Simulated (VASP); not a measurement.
# HfOs3 in VASP: a series of runs, part 2 of 2

VASP 6.6.1.

**3. Single point, PBE (atoms moved at random)**

File INCAR:

```
SYSTEM = HfOs3
PREC = Accurate ; ENCUT = 520
EDIFF = 1E-7 ; ISMEAR = -1
SIGMA = 0.05 ; LREAL = .False.
LASPH = .True. ; NELM = 80
ALGO = Fast ; ISIF = 2
LWAVE = .False. ; LCHARG = .False.
GGA = PE ; NBANDS = 25
```

File KPOINTS:

```
regular mesh
0
Gamma
  7 7 7
  0 0 0
```

File POSCAR:

```
HfOs3
1.0
    3.9735610000      0.0000000000      0.0000000000
    0.0000000000      3.9735610000      0.0000000000
    0.0000000000      0.0000000000      3.9735610000
Os Hf
3 1
Direct
   -0.0043270000      0.5012510000      0.5027300000
    0.4979010000     -0.0074730000      0.5014990000
    0.5029540000      0.5009270000     -0.0089410000
    0.0123240000      0.0081880000     -0.0049070000
```

Potentials or basis: VASP PAW PBE potentials, release 64 (Os, Hf_pv).

Launch:

```sh
> cat potpaw_PBE.64/Os/POTCAR potpaw_PBE.64/Hf_pv/POTCAR > POTCAR
> mpirun -np 1 vasp_std > vasp.out
```

OUTCAR:

```text
SYSTEM = HfOs3
   PREC = Accurate
   ENCUT = 520
   EDIFF = 1E-7
   ISMEAR = -1
   LREAL = .False.
   LASPH = .True.
   NELM = 80
   ISIF = 2
   GGA = PE

 ion  position               nearest neighbor table
   1  0.996  0.501  0.503-   3 2.76   4 2.77   2 2.78   2 2.79   3 2.80   4 2.81   4 2.81   3 2.82
                             2 2.83   2 2.84   4 2.85   3 2.86
   2  0.498  0.993  0.501-   4 2.75   3 2.76   1 2.78   4 2.79   1 2.79   3 2.80   3 2.82   1 2.83
                             4 2.83   1 2.84   3 2.86   4 2.87
   3  0.503  0.501  0.991-   1 2.76   2 2.76   4 2.76   1 2.80   4 2.80   2 2.80   2 2.82   4 2.82
                             1 2.82   4 2.86   2 2.86   1 2.86
   4  0.012  0.008  0.995-   2 2.75   3 2.76   1 2.77   2 2.79   3 2.80   1 2.81   1 2.81   3 2.82
                             2 2.83   1 2.85   3 2.86   2 2.87

  LATTYP: Found a simple cubic cell.
 ALAT       =     3.9735610000

  Lattice vectors:

 A1 = (   3.9735610000,   0.0000000000,   0.0000000000)
 A2 = (   0.0000000000,   3.9735610000,   0.0000000000)
 A3 = (   0.0000000000,   0.0000000000,   3.9735610000)

Analysis of symmetry for initial positions (statically):
=====================================================================
 Subroutine PRICEL returns:
 Original cell was already a primitive cell.

 Routine SETGRP: Setting up the symmetry group for a
 simple cubic supercell.

 Subroutine GETGRP returns: Found  1 space group operations
 (whereof  1 operations were pure point group operations)
 out of a pool of 48 trial point group operations.

The static configuration has the point symmetry C_1 .

Analysis of symmetry for dynamics (positions and initial velocities):
=====================================================================
 Subroutine PRICEL returns:
 Original cell was already a primitive cell.

 Routine SETGRP: Setting up the symmetry group for a
 simple cubic supercell.

 Subroutine GETGRP returns: Found  1 space group operations
 (whereof  1 operations were pure point group operations)
 out of a pool of 48 trial point group operations.

The dynamic configuration has the point symmetry C_1 .

 Subroutine INISYM returns: Found  1 space group operations
 (whereof  1 operations are pure point group operations),
 and found     1 'primitive' translations

----------------------------------------------------------------------------------------

                                     Primitive cell

  volume of cell :      62.7393

  direct lattice vectors                    reciprocal lattice vectors
     3.973561000  0.000000000  0.000000000     0.251663432  0.000000000  0.000000000
     0.000000000  3.973561000  0.000000000     0.000000000  0.251663432  0.000000000
     0.000000000  0.000000000  3.973561000     0.000000000  0.000000000  0.251663432

  length of vectors
     3.973561000  3.973561000  3.973561000     0.251663432  0.251663432  0.251663432

  position of ions in fractional coordinates (direct lattice)
     0.995673000  0.501251000  0.502730000
     0.497901000  0.992527000  0.501499000
     0.502954000  0.500927000  0.991059000
     0.012324000  0.008188000  0.995093000

  ion indices of the primitive-cell ions
   primitive index   ion index
                 1           1
                 2           2
                 3           3
                 4           4

----------------------------------------------------------------------------------------

 KPOINTS: regular mesh

Automatic generation of k-mesh.
 Grid dimensions read from file:
 generate k-points for:    7    7    7

 Generating k-lattice:

  Cartesian coordinates                     Fractional coordinates (reciprocal lattice)
     0.035951919  0.000000000  0.000000000     0.142857143  0.000000000  0.000000000
     0.000000000  0.035951919  0.000000000     0.000000000  0.142857143  0.000000000
     0.000000000  0.000000000  0.035951919     0.000000000  0.000000000  0.142857143

  Length of vectors
     0.035951919  0.035951919  0.035951919

  Shift w.r.t. Gamma in fractional coordinates (k-lattice)
     0.000000000  0.000000000  0.000000000

 Subroutine IBZKPT returns following result:
 ===========================================

 Found    172 irreducible k-points:

 Following reciprocal coordinates:
            Coordinates               Weight
  0.000000  0.000000  0.000000      1.000000
  0.142857  0.000000  0.000000      2.000000
  0.000000  0.142857  0.000000      2.000000
  0.000000  0.000000  0.142857      2.000000
  0.285714  0.000000  0.000000      2.000000
  0.000000  0.285714  0.000000      2.000000
[... 16 lines left out ...]
  0.000000 -0.285714  0.142857      2.000000
 -0.142857  0.000000  0.285714      2.000000
 [... further k-points ...]
   k-points           NKPTS =    172   k-points in BZ     NKDIM =    172   number of bands    NBANDS=     25
   number of dos      NEDOS =    301   number of ions     NIONS =      4
   total plane-waves  NPLWV =  27000
   dimension x,y,z NGX =    30 NGY =   30 NGZ =   30
   dimension x,y,z NGXF=    60 NGYF=   60 NGZF=   60
   ions per type =               3   1
   NGX,Y,Z   is equivalent  to a cutoff of  12.55, 12.55, 12.55 a.u.
   NGXF,Y,Z  is equivalent  to a cutoff of  25.10, 25.10, 25.10 a.u.
 SYSTEM =  HfOs3
   PREC   = accura    normal or accurate (medium, high low for compatibility)
   ISTART =      0    job   : 0-new  1-cont  2-samecut
   ICHARG =      2    charge: 1-file 2-atom 10-const
   ISPIN  =      1    spin polarized calculation?
   LNONCOLLINEAR =      F non collinear calculations
   LSORBIT =      F    spin-orbit coupling
   LASPH  =      T    aspherical Exc in radial PAW
   ENCUT  =  520.0 eV  38.22 Ry    6.18 a.u.   7.39  7.39  7.39*2*pi/ulx,y,z
   NELM   =     80;   NELMIN=  2; NELMDL= -5     # of ELM steps
   EDIFF  = 0.1E-06   stopping-criterion for ELM
   LREAL  =      F    real-space projection
   EDIFFG = 0.1E-05   stopping-criterion for IOM
   NSW    =      0    number of steps for IOM
   IBRION =     -1    ionic relax: 0-MD 1-quasi-New 2-CG
   NFREE  =      0    steps in history (QN), initial steepest desc. (CG)
   ISIF   =      2    stress and relaxation
   ISYM   =      2    0-nonsym 1-usesym 2-fastsym
   POTIM  = 0.5000    time-step for ionic-motion
   TEBEG  =    0.0;   TEEND  =   0.0 temperature during run
   PSTRESS=    0.0 pullay stress
   NELECT =      34.0000    total number of electrons
   NUPDOWN=      -1.0000    fix difference up-down
   EMIN   =  10.00;   EMAX   =-10.00  energy-range for DOS
   EFERMI =   0.00;   METHOD = LEGACY
   ISMEAR =    -1;   SIGMA  =   0.05  broadening in eV -4-tet -1-fermi 0-gaus
   EFERMI_NEDOS =   21; number of points for ismear=-14 and -15
   IALGO  =     68    algorithm
   IMIX   =      4    mixing-type and parameters
     AMIX     =   0.40;   BMIX     =  1.00
     AMIX_MAG =   1.60;   BMIX_MAG =  1.00
  volume/ion in A,a.u.               =      15.68       105.85
  Fermi-wavevector in a.u.,A,eV,Ry     =   1.334713  2.522242 24.238222  1.781459
  Thomas-Fermi vector in A             =   2.463473
   LORBIT       =      0    0 simple, 1 ext, 2 COOP (PROOUT), +10 PAW based schemes
   GGA     = PE    functional components
   LHFCALC =     F    Hartree Fock is set to
   AEXX    =    0.0000 exact exchange contribution
   IVDW    =     0    specifies the selected vdW correction
   LEPSILON=     F    determine dielectric tensor
   LRPA    =     F    only Hartree local field effects (RPA)
 non-spin polarized calculation
 RMM-DIIS sequential band-by-band and
  energy-cutoff  :      520.00
  volume of cell :       62.74
 maximum number of plane-waves:      1743
 NGX is ok and might be reduce to    30
   NGX = 15   NGY = 15   NGZ = 15

 number of electron      34.0000002 magnetization

 Free energy of the ion-electron system (eV)
  ---------------------------------------------------
  ext. energy  EPLUGINS =         0.00000000
  ---------------------------------------------------
  free energy    TOTEN  =       -44.01808229 eV

  energy without entropy =      -43.97241678  energy(sigma->0) =      -43.99524953

 E-fermi :   7.2957     XC(G=0): -13.2822

 val. band max:        7.2952936125   @ k =  -0.4286  -0.4286   0.2857
 cond. band min:       7.2976705922   @ k =  -0.4286  -0.4286   0.1429
 fundamental gap:      0.0023769797
 Fermi energy:         7.2956548396

 k-point     1 :       0.0000    0.0000    0.0000
  band No.  band energies     occupation
      1     -22.2620      2.00000
      2     -22.2600      2.00000
      3     -22.2594      2.00000
      4      -1.8441      2.00000
      5       1.3580      2.00000
      6       1.5173      2.00000
[... 661 lines left out ...]
     24      12.1615      0.00000
     25      13.3806      0.00000

 [... further k-points ...]
[... 5 lines left out ...]
  --------------------------------------------------------------------------------------
  -------------------------------------------------------------------------------------
  Total        0.1832578      0.1809857      0.1800127     -0.0378816     -0.0855341     -0.0902117
  in kB        4.6798652      4.6218433      4.5969946     -0.9673847     -2.1842902     -2.3037426
  external PRESSURE =       4.6329010 kB  Pullay stress =       0.0000000 kB

 VOLUME and BASIS-vectors are now :
 -----------------------------------------------------------------------------
  energy-cutoff  :      520.00
  volume of cell :       62.74
      direct lattice vectors                 reciprocal lattice vectors
     3.973561000  0.000000000  0.000000000     0.251663432  0.000000000  0.000000000
     0.000000000  3.973561000  0.000000000     0.000000000  0.251663432  0.000000000
     0.000000000  0.000000000  3.973561000     0.000000000  0.000000000  0.251663432

 POSITION                                       TOTAL-FORCE (eV/Angst)
 -----------------------------------------------------------------------------------
      3.95637      1.99175      1.99763        -0.063181      0.128753     -0.347405
      1.97844      3.94387      1.99274         0.402336      0.017670     -0.307854
      1.99852      1.99046      3.93803         0.224764      0.135963      0.187446
      0.04897      0.03254      3.95406        -0.563919     -0.282386      0.467812
 -----------------------------------------------------------------------------------
    total drift:                               -0.000208     -0.000114     -0.000065

  FREE ENERGIE OF THE ION-ELECTRON SYSTEM (eV)
  ---------------------------------------------------
  free  energy   TOTEN  =       -44.0180822905 eV

  energy  without entropy=      -43.9724167774  energy(sigma->0) =      -43.99524953
```

stdout:

```text
POSCAR found type information on POSCAR OsHf
 POSCAR found :  2 types and       4 ions
 scaLAPACK will be used
 LDA part: xc-table for (Slater+PW92), standard interpolation
 POSCAR, INCAR and KPOINTS ok, starting setup
 FFT: planning ... GRIDC
 FFT: planning ... GRID_SOFT
 FFT: planning ... GRID
 WAVECAR not read
 entering main loop
```

It took 2.6 min on 1 thread of AMD EPYC 9R45 (Zen 5), shared host; peak memory 0.33 GiB.

Results:

```yaml
Free_energy: -44.0181 eV
Pressure: 0.5 GPa
Largest_force: 0.785 eV/Å
Band_gap_on_the_k_mesh: zero (band 17 reaches 10.38 eV, above the bottom of band 18 at 6.80 eV)
```

Forces on the atoms (eV/Å):
```
Os  -0.063  0.129 -0.347
Os   0.402  0.018 -0.308
Os   0.225  0.136  0.187
Hf  -0.564 -0.282  0.468
```

Stress tensor (GPa, compression positive):
```
 0.47 -0.10 -0.23
-0.10  0.46 -0.22
-0.23 -0.22  0.46
```

Caveat: the cell differs from its parent crystal (atoms moved at random); spin-orbit coupling is left out, which moves the levels of the heavy elements.
